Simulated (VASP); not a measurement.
# GaGe2 (I4/mmm) in VASP: single point with PBE

Aim: the single point of GaGe2 with PBE.

All numbers are computed with VASP 6.6.1; they aren't measurements. Logs are shortened: lines on timing, memory, paths and dates and some standing lists are left out, and cuts for length are marked.

## (1) The cell of the first run

Symmetry: I4/mmm, No. 139, tetragonal system. Conventional cell: a = 4.522 Å, b = 4.522 Å, c = 6.339 Å, α = 90.00°, β = 90.00°, γ = 90.00°. Ga (site symmetry 4/mmm) has 8 Ge at 2.76 Å within 3.6 Å. Within 3.6 Å of Ge (site symmetry -4m2) lie 4 Ga at 2.76 Å and 6 Ge at 3.17 to 3.20 Å.

## (2) Single point, PBE

INCAR

```
SYSTEM = GaGe2
ALGO = Normal
EDIFF = 1E-7
ENCUT = 520
GGA = PE
ISIF = 2
ISMEAR = 0
LASPH = .TRUE.
LCHARG = .TRUE.
LELF = .TRUE.
LREAL = .FALSE.
LVHAR = .TRUE.
LWAVE = .FALSE.
NBANDS = 50
NELM = 60
PREC = Accurate
SIGMA = 0.1
```

KPOINTS

```
k-points
0
G
  8 8 6
  0 0 0
```

POSCAR

```
GaGe2
1.0
    4.5216427095      0.0000000000      0.0000000000
    0.0000000000      4.5216427095      0.0000000000
    0.0000000000      0.0000000000      6.3388782382
Ga Ge
2 4
Direct
    0.0000000000      0.0000000000      0.0000000000
    0.5000000000      0.5000000000      0.5000000000
    0.0000000000      0.5000000000      0.2499974304
    0.0000000000      0.5000000000      0.7499974304
    0.5000000000      0.0000000000      0.2500025696
    0.5000000000      0.0000000000      0.7500025696
```

Potentials or basis: VASP PAW PBE potentials, release 64 (Ga_d, Ge_d).

On the command line:

```console
$ cat potpaw_PBE.64/Ga_d/POTCAR potpaw_PBE.64/Ge_d/POTCAR > POTCAR
$ mpirun -np 1 vasp_std > vasp.out
```

OUTCAR:

```text
SYSTEM = GaGe2
   EDIFF = 1E-7
   ENCUT = 520
   GGA = PE
   ISIF = 2
   ISMEAR = 0
   LASPH = .TRUE.
   LREAL = .FALSE.
   NELM = 60
   PREC = Accurate

 ion  position               nearest neighbor table
   1  0.000  0.000  0.000-   3 2.76   6 2.76   3 2.76   6 2.76   5 2.76   4 2.76   5 2.76   4 2.76

   2  0.500  0.500  0.500-   4 2.76   5 2.76   5 2.76   4 2.76   3 2.76   6 2.76   3 2.76   6 2.76

   3  0.000  0.500  0.250-   1 2.76   1 2.76   2 2.76   2 2.76
   4  0.000  0.500  0.750-   2 2.76   2 2.76   1 2.76   1 2.76
   5  0.500  0.000  0.250-   2 2.76   2 2.76   1 2.76   1 2.76
   6  0.500  0.000  0.750-   1 2.76   1 2.76   2 2.76   2 2.76

  LATTYP: Found a simple tetragonal cell.
 ALAT       =     4.5216427095
 C/A-ratio  =     1.4018971965

  Lattice vectors:

 A1 = (   4.5216427095,   0.0000000000,   0.0000000000)
 A2 = (   0.0000000000,   4.5216427095,   0.0000000000)
 A3 = (   0.0000000000,   0.0000000000,   6.3388782382)

Analysis of symmetry for initial positions (statically):
=====================================================================
 Subroutine PRICEL returns following result:

  LATTYP: Found a body centered tetragonal cell.
 ALAT       =     4.5216427095
 C/A-ratio  =     1.4018971965

  Lattice vectors:

 A1 = (  -2.2608213547,  -2.2608213548,  -3.1694391191)
 A2 = (   2.2608213547,   2.2608213548,  -3.1694391191)
 A3 = (   2.2608213547,  -2.2608213547,   3.1694391191)

   2 primitive cells build up your supercell.

 Routine SETGRP: Setting up the symmetry group for a
 simple tetragonal supercell.

 Subroutine GETGRP returns: Found 16 space group operations
 (whereof 16 operations were pure point group operations)
 out of a pool of 16 trial point group operations.

The static configuration has the point symmetry D_4h.

Analysis of symmetry for dynamics (positions and initial velocities):
=====================================================================
 Subroutine PRICEL returns following result:

  LATTYP: Found a body centered tetragonal cell.
 ALAT       =     4.5216427095
 C/A-ratio  =     1.4018971965

  Lattice vectors:

 A1 = (  -2.2608213547,  -2.2608213548,  -3.1694391191)
 A2 = (   2.2608213547,   2.2608213548,  -3.1694391191)
 A3 = (   2.2608213547,  -2.2608213547,   3.1694391191)

   2 primitive cells build up your supercell.

 Routine SETGRP: Setting up the symmetry group for a
 simple tetragonal supercell.

 Subroutine GETGRP returns: Found 16 space group operations
 (whereof 16 operations were pure point group operations)
 out of a pool of 16 trial point group operations.

The dynamic configuration has the point symmetry D_4h.

 Subroutine INISYM returns: Found 16 space group operations
 (whereof 16 operations are pure point group operations),
 and found     2 'primitive' translations

----------------------------------------------------------------------------------------

                                     Primitive cell

  volume of cell :      64.8000

  direct lattice vectors                    reciprocal lattice vectors
    -2.260821355 -2.260821355 -3.169439119     0.000000000 -0.221158562 -0.157756619
     2.260821355  2.260821355 -3.169439119     0.221158562  0.000000000 -0.157756619
     2.260821355 -2.260821355  3.169439119     0.221158562 -0.221158562  0.000000000

  length of vectors
     4.501996305  4.501996305  4.501996305     0.271658352  0.271658352  0.312765438

  position of ions in fractional coordinates (direct lattice)
     0.000000000  0.000000000  0.000000000
     0.250002570  0.750002570  0.500000000
     0.750002570  0.250002570  0.500000000

  ion indices of the primitive-cell ions
   primitive index   ion index
                 1           1
                 2           3
                 3           4

----------------------------------------------------------------------------------------

 KPOINTS: k-points

Automatic generation of k-mesh.
 Grid dimensions read from file:
 generate k-points for:    8    8    6

 Generating k-lattice:

  Cartesian coordinates                     Fractional coordinates (reciprocal lattice)
     0.027644820  0.000000000  0.000000000     0.125000000  0.000000000  0.000000000
     0.000000000  0.027644820  0.000000000     0.000000000  0.125000000  0.000000000
     0.000000000  0.000000000  0.026292770     0.000000000  0.000000000  0.166666667

  Length of vectors
     0.027644820  0.027644820  0.026292770

  Shift w.r.t. Gamma in fractional coordinates (k-lattice)
     0.000000000  0.000000000  0.000000000

 Subroutine IBZKPT returns following result:
 ===========================================

 Found     60 irreducible k-points:

 Following reciprocal coordinates:
            Coordinates               Weight
  0.000000  0.000000  0.000000      1.000000
  0.125000  0.000000  0.000000      4.000000
  0.250000  0.000000  0.000000      4.000000
  0.375000  0.000000  0.000000      4.000000
  0.500000  0.000000  0.000000      2.000000
  0.125000  0.125000  0.000000      4.000000
[... 16 lines left out ...]
  0.375000  0.125000  0.166667     16.000000
  0.500000  0.125000  0.166667      8.000000
 [... further k-points ...]
   k-points           NKPTS =     60   k-points in BZ     NKDIM =     60   number of bands    NBANDS=     50
   number of dos      NEDOS =    301   number of ions     NIONS =      6
   total plane-waves  NPLWV =  62208
   dimension x,y,z NGX =    36 NGY =   36 NGZ =   48
   dimension x,y,z NGXF=    72 NGYF=   72 NGZF=   96
   ions per type =               2   4
   NGX,Y,Z   is equivalent  to a cutoff of  13.24, 13.24, 12.59 a.u.
   NGXF,Y,Z  is equivalent  to a cutoff of  26.47, 26.47, 25.18 a.u.
 SYSTEM =  GaGe2
   PREC   = accura    normal or accurate (medium, high low for compatibility)
   ISTART =      0    job   : 0-new  1-cont  2-samecut
   ICHARG =      2    charge: 1-file 2-atom 10-const
   ISPIN  =      1    spin polarized calculation?
   LNONCOLLINEAR =      F non collinear calculations
   LSORBIT =      F    spin-orbit coupling
   LASPH  =      T    aspherical Exc in radial PAW
   ENCUT  =  520.0 eV  38.22 Ry    6.18 a.u.   8.41  8.41 11.79*2*pi/ulx,y,z
   NELM   =     60;   NELMIN=  2; NELMDL= -5     # of ELM steps
   EDIFF  = 0.1E-06   stopping-criterion for ELM
   LREAL  =      F    real-space projection
   EDIFFG = 0.1E-05   stopping-criterion for IOM
   NSW    =      0    number of steps for IOM
   IBRION =     -1    ionic relax: 0-MD 1-quasi-New 2-CG
   NFREE  =      0    steps in history (QN), initial steepest desc. (CG)
   ISIF   =      2    stress and relaxation
   ISYM   =      2    0-nonsym 1-usesym 2-fastsym
   POTIM  = 0.5000    time-step for ionic-motion
   TEBEG  =    0.0;   TEEND  =   0.0 temperature during run
   PSTRESS=    0.0 pullay stress
   NELECT =      82.0000    total number of electrons
   NUPDOWN=      -1.0000    fix difference up-down
   EMIN   =  10.00;   EMAX   =-10.00  energy-range for DOS
   EFERMI =   0.00;   METHOD = LEGACY
   ISMEAR =     0;   SIGMA  =   0.10  broadening in eV -4-tet -1-fermi 0-gaus
   EFERMI_NEDOS =   21; number of points for ismear=-14 and -15
   IALGO  =     38    algorithm
   IMIX   =      4    mixing-type and parameters
     AMIX     =   0.40;   BMIX     =  1.00
     AMIX_MAG =   1.60;   BMIX_MAG =  1.00
  volume/ion in A,a.u.               =      21.60       145.76
  Fermi-wavevector in a.u.,A,eV,Ry     =   1.405436  2.655889 26.874922  1.975251
  Thomas-Fermi vector in A             =   2.527898
   LORBIT       =      0    0 simple, 1 ext, 2 COOP (PROOUT), +10 PAW based schemes
   GGA     = PE    functional components
   LHFCALC =     F    Hartree Fock is set to
   AEXX    =    0.0000 exact exchange contribution
   IVDW    =     0    specifies the selected vdW correction
   LEPSILON=     F    determine dielectric tensor
   LRPA    =     F    only Hartree local field effects (RPA)
 non-spin polarized calculation
 Gauss-broadening in eV      SIGMA  =   0.10
  energy-cutoff  :      520.00
  volume of cell :      129.60
 maximum number of plane-waves:      3515
 NGX is ok and might be reduce to    36
   NGX = 17   NGY = 17   NGZ = 23

 number of electron      81.9999934 magnetization

 Free energy of the ion-electron system (eV)
  ---------------------------------------------------
  ext. energy  EPLUGINS =         0.00000000
  ---------------------------------------------------
  free energy    TOTEN  =       -22.40281641 eV

  energy without entropy =      -22.38570982  energy(sigma->0) =      -22.39426312

 E-fermi :   5.0566     XC(G=0): -10.3322

 val. band max:        5.0541274736   @ k =   0.2500   0.0000   0.5000
 cond. band min:       5.0657415255   @ k =   0.3750   0.0000   0.1667
 fundamental gap:      0.0116140519
 Fermi energy:         5.0565973390

 k-point     1 :       0.0000    0.0000    0.0000
  band No.  band energies     occupation
      1     -19.6364      2.00000
      2     -19.6355      2.00000
      3     -19.6332      2.00000
      4     -19.6238      2.00000
      5     -19.6198      2.00000
      6     -19.6184      2.00000
[... 42 lines left out ...]
     49       9.5182      0.00000
     50       9.5182      0.00000

 k-point     2 :       0.1250    0.0000    0.0000
  band No.  band energies     occupation
      1     -19.6344      2.00000
      2     -19.6336      2.00000
      3     -19.6305      2.00000
      4     -19.6223      2.00000
      5     -19.6184      2.00000
      6     -19.6180      2.00000
[... 42 lines left out ...]
     49       8.9921      0.00000
     50       9.3762      0.00000

 k-point     3 :       0.2500    0.0000    0.0000
  band No.  band energies     occupation
      1     -19.6314      2.00000
      2     -19.6255      2.00000
      3     -19.6227      2.00000
      4     -19.6180      2.00000
      5     -19.6166      2.00000
      6     -19.6158      2.00000
[... 42 lines left out ...]
     49       9.2350      0.00000
     50      10.2174      0.00000

 k-point     4 :       0.3750    0.0000    0.0000
  band No.  band energies     occupation
      1     -19.6269      2.00000
      2     -19.6170      2.00000
      3     -19.6143      2.00000
      4     -19.6138      2.00000
      5     -19.6125      2.00000
      6     -19.6120      2.00000
[... 999 lines left out ...]
 k-point    23 :       0.3750    0.1250    0.1667
  band No.  band energies     occupation
      1     -19.6263      2.00000
      2     -19.6162      2.00000
      3     -19.6153      2.00000
      4     -19.6120      2.00000
      5     -19.6115      2.00000
      6     -19.6089      2.00000
[... 42 lines left out ...]
     49       9.5999      0.00000
     50      10.2806      0.00000

 k-point    24 :       0.5000    0.1250    0.1667
  band No.  band energies     occupation
      1     -19.6208      2.00000
      2     -19.6208      2.00000
      3     -19.6137      2.00000
      4     -19.6137      2.00000
      5     -19.6053      2.00000
      6     -19.6053      2.00000
[... 42 lines left out ...]
     49      10.6422      0.00000
     50      10.6422      0.00000

 [... further k-points ...]
[... 5 lines left out ...]
  --------------------------------------------------------------------------------------
  -------------------------------------------------------------------------------------
  Total        0.0309046      0.0309046      0.0256153      0.0000000      0.0000000      0.0000000
  in kB        0.3820571      0.3820571      0.3166684      0.0000000      0.0000000      0.0000000
  external PRESSURE =       0.3602609 kB  Pullay stress =       0.0000000 kB

 VOLUME and BASIS-vectors are now :
 -----------------------------------------------------------------------------
  energy-cutoff  :      520.00
  volume of cell :      129.60
      direct lattice vectors                 reciprocal lattice vectors
     4.521642710  0.000000000  0.000000000     0.221158562  0.000000000  0.000000000
     0.000000000  4.521642710  0.000000000     0.000000000  0.221158562  0.000000000
     0.000000000  0.000000000  6.338878238     0.000000000  0.000000000  0.157756619

 POSITION                                       TOTAL-FORCE (eV/Angst)
 -----------------------------------------------------------------------------------
      0.00000      0.00000      0.00000         0.000000     -0.000000     -0.000000
      2.26082      2.26082      3.16944        -0.000000      0.000000      0.000000
      0.00000      2.26082      1.58470         0.000000     -0.000000     -0.000000
      0.00000      2.26082      4.75414        -0.000000     -0.000000     -0.000000
      2.26082      0.00000      1.58474         0.000000      0.000000     -0.000000
      2.26082      0.00000      4.75417        -0.000000      0.000000     -0.000000
 -----------------------------------------------------------------------------------
    total drift:                                0.000000      0.000000      0.000000

  FREE ENERGIE OF THE ION-ELECTRON SYSTEM (eV)
  ---------------------------------------------------
  free  energy   TOTEN  =       -22.4028164138 eV

  energy  without entropy=      -22.3857098221  energy(sigma->0) =      -22.39426312
```

Run time: 2.7 min. Hardware: 1 thread of Intel Xeon 6975P-C (Granite Rapids), shared host; peak memory 0.42 GiB.

What came out:

```
Free energy            : -22.4028 eV
Pressure               : 0.0 GPa
Band gap on the k mesh : zero (bands 41 and 42 overlap by 1.94 eV)
```
